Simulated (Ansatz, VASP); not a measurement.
**WS2 in VASP and in Ansatz**

```xyz
3
Lattice="3.3490 0.0000 0.0000 -1.6745 2.9003 0.0000 0.0000 0.0000 32.2911" Properties=species:S:1:pos:R:3 pbc="T T T"
S     0.0000    1.9335   14.4467
S     0.0000    1.9335   17.8447
W     1.6745    0.9668   16.1457
```

Alike in both runs: task single point; functional PBE; dispersion D3(BJ); k mesh 12 × 12 × 1; occupations gaussian, width 0.02 eV; no spin polarisation.

```csv
,VASP,Ansatz
version,VASP 6.6.1,Ansatz 0.2.0
potentials or method,"VASP PAW PBE potentials, release 64 (S, W_sv), cutoff 520 eV","scalar-relativistic, plane waves, PAW"
valence electrons in the cell,26,26
```

|  | VASP | Ansatz | Ansatz less VASP |
| --- | --- | --- | --- |
| gap on the k mesh at the Fermi level (eV) | 1.55 | 1.55 | -0.001 |
| least direct gap on the mesh (eV) | 1.55 | 1.55 | -0.001 |
| rms of the force components (eV/Å) | 1.296 | 1.297 | +0.0004 |

Neither program's run includes spin-orbit coupling.
